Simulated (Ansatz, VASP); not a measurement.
Two plane-wave programs on ZrS

```xyz
2
Lattice="0.0000 2.5834 2.5834 2.5834 0.0000 2.5834 2.5834 2.5834 0.0000" Properties=species:S:1:pos:R:3 pbc="T T T"
Zr    0.0000    0.0000    0.0000
S     2.5834    2.5834    2.5834
```

Alike in both runs: functional PBEsol; k mesh 14 × 14 × 14; occupations gaussian, width 0.1 eV; no spin polarisation.

Ansatz relaxed the structure, and its values are those at the end. VASP's run is a single point on that final structure, the one shown.

|  | VASP | Ansatz |
| --- | --- | --- |
| version | VASP 6.6.1 | Ansatz 0.2.0 |
| potentials or method | VASP PAW PBE potentials, release 64 (Zr_sv, S), cutoff 520 eV | scalar-relativistic, plane waves, PAW |
| valence electrons in the cell | 18 | 18 |

|  | VASP | Ansatz | Ansatz less VASP |
| --- | --- | --- | --- |
| gap on the k mesh at the Fermi level (eV) | none | none | - |
| pressure (GPa) | 0.2 | 0.0 | -0.19 |

VASP's potentials were made for PBE, not for PBEsol, and Ansatz warns of the same on its side. A gap of «none» marks a metal or a gap that the smearing closes.
